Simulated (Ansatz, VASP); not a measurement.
# One calculation of C, two programs

The input INCAR:

```
PREC = Accurate ; ENCUT = 520
EDIFF = 1E-6 ; ISMEAR = 0
SIGMA = 0.1 ; LREAL = False
LASPH = True ; NELM = 60
ALGO = Normal ; ISIF = 2
LWAVE = False ; LCHARG = False
GGA = PE ; NBANDS = 26
```

KPOINTS

```
Automatic mesh
0
Gamma
  4 4 4
```

File POSCAR:

```
C
1.0
   -1.2332418407      0.0000000000     -4.3088667325
    2.4664836814      4.2720700804      0.0000000000
    2.4664836814     -4.2720700804      0.0000000000
C
8
Direct
    0.0000000000      0.3333355555      0.6666644445
    0.0000000000      0.8333355555      0.6666644445
    0.0000000000      0.3333355555      0.1666644445
    0.0000000000      0.8333355555      0.1666644445
    0.0000000000      0.1666644445      0.8333355555
    0.0000000000      0.6666644445      0.8333355555
    0.0000000000      0.1666644445      0.3333355555
    0.0000000000      0.6666644445      0.3333355555
```

Input for Ansatz:

```yaml
crystal:
  lattice:
    - [-1.2332418407, 0.0, -4.3088667325]
    - [2.4664836814, 4.2720700804, 0.0]
    - [2.4664836814, -4.2720700804, 0.0]
  atoms:
    - { symbol: C, position: [0.0, 0.3333355555, 0.6666644445] }
    - { symbol: C, position: [0.0, 0.8333355555, 0.6666644445] }
    - { symbol: C, position: [0.0, 0.3333355555, 0.1666644445] }
    - { symbol: C, position: [0.0, 0.8333355555, 0.1666644445] }
    - { symbol: C, position: [0.0, 0.1666644445, 0.8333355555] }
    - { symbol: C, position: [0.0, 0.6666644445, 0.8333355555] }
    - { symbol: C, position: [0.0, 0.1666644445, 0.3333355555] }
    - { symbol: C, position: [0.0, 0.6666644445, 0.3333355555] }
basis:
  ecutwfc: 420
kpoints:
  mp_grid: { grid: [4, 4, 4] }
hamiltonian:
  xc: pbe
scf:
  occupations: { method: gaussian, width: 0.1 }
  lower_state_search: "off"
output:
  forces: true
  stress: true
  eigenvalues: true
```

Alike in both runs: task single point; functional PBE; k mesh 4 × 4 × 4; occupations gaussian, width 0.1 eV; no spin polarisation.

```csv
,VASP,Ansatz
version,VASP 6.6.1,Ansatz 0.2.0
potentials or method,"VASP PAW PBE potentials, release 64 (C), cutoff 520 eV","scalar-relativistic, plane waves, PAW"
valence electrons in the cell,32,32
```

VASP gave:

* gap on the k mesh at the Fermi level (eV): 1.85
* least direct gap on the mesh (eV): 1.91
* pressure (GPa): 0.4
* traceless stress, the component that is largest in VASP (GPa): -0.40

**Question.** What did Ansatz give for the same quantities?

**Answer.** gap on the k mesh at the Fermi level (eV): 1.85; least direct gap on the mesh (eV): 1.91; pressure (GPa): 0.0; traceless stress, the component that is largest in VASP (GPa): 0.00.
